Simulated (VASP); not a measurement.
TlSi2: relaxation of cell and atoms with PBE

TlSi2:

```
CELL_PARAMETERS angstrom
0.00000 3.33322 3.33322
3.33322 0.00000 3.33322
3.33322 3.33322 0.00000
ATOMIC_POSITIONS crystal
Tl 0.00000 0.00000 0.00000
Si 0.25000 0.25000 0.25000
Si 0.75000 0.75000 0.75000
```

| Property | Result |
| --- | --- |
| Program | VASP 6.6.1 |
| Task | relaxation of cell and atoms |
| Functional | PBE |
| Potentials or basis | VASP PAW PBE potentials, release 64 (Tl_d, Si) |
| Cutoff | 600 eV |
| k mesh | 12 × 12 × 12 |
| Occupations | gaussian, width 0.1 eV |
| Spin | no spin polarisation |
| Dipole correction | no |
| Further INCAR settings | ALGO = Normal; EDIFF = 1e-06; IBRION = 2; EDIFFG = -0.01; NSW = 100; ISIF = 3 |

```
Relaxed volume                        : 24.76 Å³/atom
Relaxed cell                          : a = 4.719 Å, b = 4.719 Å, c = 4.719 Å, α = 60.00°, β = 60.00°, γ = 60.00°
Space group after relaxing (to 0.1 Å) : Fm-3m (No. 225)
Energy gained by relaxing             : 0.0 meV/atom
Ionic steps                           : 2
Pressure after relaxing               : 0.0 GPa
Band gap on the k mesh                : zero (an odd number of electrons rules out a gap without spin polarisation)
```

Final structure:
```cif
data_structure
_symmetry_space_group_name_H-M 'P 1'
_symmetry_Int_Tables_number 1
_cell_length_a 4.7186
_cell_length_b 4.7186
_cell_length_c 4.7186
_cell_angle_alpha 60.000
_cell_angle_beta 60.000
_cell_angle_gamma 60.000
_cell_volume 74.29
loop_
_atom_site_label
_atom_site_type_symbol
_atom_site_fract_x
_atom_site_fract_y
_atom_site_fract_z
_atom_site_occupancy
Tl1 Tl 0.00000 0.00000 0.00000 1
Si1 Si 0.25000 0.25000 0.25000 1
Si2 Si 0.75000 0.75000 0.75000 1
```

Levels at points of the mesh, in eV from the Fermi level:
| k point | band 8 | band 9 | band 10 | band 11 | band 12 | band 13 | band 14 |
| --- | --- | --- | --- | --- | --- | --- | --- |
| (0.00, 0.00, 0.00) | -0.53 | -0.53 | -0.53 | -0.50 | 0.43 | 0.43 | 0.43 |
| (0.50, 0.00, 0.00) | -3.39 | -1.72 | -1.72 | -0.27 | 0.09 | 0.09 | 4.04 |
| (0.50, 0.50, 0.00) | -5.50 | -3.46 | -3.46 | -0.27 | 3.62 | 3.62 | 4.11 |

Wall time 3.4 min on 1 thread of Intel Xeon 8259CL, on a shared host, peak memory 0.3 GiB.

Caveat: spin-orbit coupling is left out, which moves the levels of the heavy elements; an odd number of electrons without spin polarisation forces a metal; a magnetic or distorted state may lie lower.
